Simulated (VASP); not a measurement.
BN: single point with PBE+D3(BJ)

BN:

```
B N
1.0
     1.35330    0.78133    3.16309
    -1.35330    0.78133    3.16309
     0.00000   -1.56266    3.16309
B N
1 1
Direct
  0.99970 0.99970 0.99970
  0.33274 0.33274 0.33274
```

This cell differs from its parent crystal: strain +0.080 along x and y, -0.040 along z.

| Quantity | Value |
| --- | --- |
| Program | VASP 6.6.1 |
| Task | single point |
| Functional | PBE |
| Dispersion | D3(BJ) |
| Potentials or basis | VASP PAW PBE potentials, release 64 (B, N) |
| Cutoff | 520 eV |
| k mesh | 12 × 12 × 12 |
| Occupations | gaussian, width 0.05 eV |
| Spin | no spin polarisation |
| Dipole correction | no |
| Further INCAR settings | ALGO = Normal; EDIFF = 1e-06; NBANDS = 11 |

The pressure is -40.6 GPa. The largest force is 0.058 eV/Å. The band gap on the k mesh is 3.59 eV, indirect (least direct gap 4.14 eV) and the dispersion energy per atom is -0.128 eV.

Forces on the atoms (eV/Å):
```
B    0.000  0.000  0.058
N    0.000  0.000 -0.058
```

Stress tensor (GPa, compression positive):
```
-61.52   0.00   0.00
  0.00 -61.52   0.00
  0.00   0.00   1.32
```

Levels at points of the mesh, in eV from the valence-band top:
```tsv
k point	band 1	band 2	band 3	band 4	band 5	band 6	band 7	band 8	band 9
(0.00, 0.00, 0.00)	-16.63	-2.68	-1.56	-1.56	4.97	9.77	9.77	10.55	11.83
(0.50, 0.00, 0.00)	-14.04	-8.18	-3.75	-0.33	4.72	7.74	12.09	14.72	17.61
(0.50, 0.50, 0.00)	-13.92	-7.95	-3.89	-1.19	3.59	7.41	13.36	16.36	17.40
(0.50, 0.50, 0.50)	-16.19	-5.45	-1.61	-1.61	8.53	9.29	9.63	9.63	16.32
```

Run time: 44 s on 1 thread of Intel Xeon 6975P-C, on a shared host, peak memory 0.19 GiB.

Caveat: the cell differs from its parent crystal (strain +0.080 along x and y, -0.040 along z). A k mesh can miss the band edges.
